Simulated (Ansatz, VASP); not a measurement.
# AlN in VASP and in Ansatz

```
Al N
1.0
     3.28234    0.00000    0.00000
    -1.64117    2.84259    0.00000
     0.00000    0.00000    4.27554
Al N
2 2
Direct
  0.33333 0.66667 0.75000
  0.66667 0.33333 0.25000
  0.33333 0.66667 0.25000
  0.66667 0.33333 0.75000
```

Alike in both runs: task single point; functional PBEsol; k mesh 9 × 9 × 6; occupations gaussian, width 0.02 eV; no spin polarisation.

```csv
,VASP,Ansatz
version,VASP 6.6.1,Ansatz 0.2.0
potentials or method,"VASP PAW PBE potentials, release 64 (Al, N), cutoff 520 eV","scalar-relativistic, plane waves, PAW"
valence electrons in the cell,16,16
```

|  | VASP | Ansatz | Ansatz less VASP |
| --- | --- | --- | --- |
| gap on the k mesh at the Fermi level (eV) | 3.09 | 3.08 | -0.015 |
| least direct gap on the mesh (eV) | 3.09 | 3.08 | -0.015 |
| pressure (GPa) | -2.9 | -2.9 | +0.05 |
| traceless stress, the component that is largest in VASP (GPa) | -3.97 | -3.93 | +0.040 |

VASP's potentials were made for PBE, not for PBEsol.
